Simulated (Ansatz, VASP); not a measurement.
# One calculation of CdS, two programs

```
Cd S
1.0
     4.19712    0.00000    0.00000
    -2.09856    3.63481    0.00000
     0.00000    0.00000    6.82790
Cd S
2 2
Direct
  0.33333 0.66667 0.00416
  0.66667 0.33333 0.50416
  0.33333 0.66667 0.38084
  0.66667 0.33333 0.88084
```

Alike in both runs: task single point; functional PBEsol; k mesh 12 × 12 × 4; occupations gaussian, width 0.02 eV; no spin polarisation.

|  | VASP | Ansatz |
| --- | --- | --- |
| version | VASP 6.6.1 | Ansatz 0.2.0 |
| potentials or method | VASP PAW PBE potentials, release 64 (Cd, S), cutoff 520 eV | scalar-relativistic, plane waves, PAW |
| valence electrons in the cell | 36 | 52 |

Ansatz gave:

* gap on the k mesh at the Fermi level (eV): 0.98
* least direct gap on the mesh (eV): 0.98
* pressure (GPa): -2.9

Q: Estimate VASP's values.

A: gap on the k mesh at the Fermi level (eV): 0.98; least direct gap on the mesh (eV): 0.98; pressure (GPa): -2.5.

VASP's potentials were made for PBE, not for PBEsol. The functional is the same, so the differences come from potentials, cutoffs and numerics. VASP's potentials hold 36 valence electrons a cell and Ansatz's 52, so a difference there can come from the potentials and not from the codes.
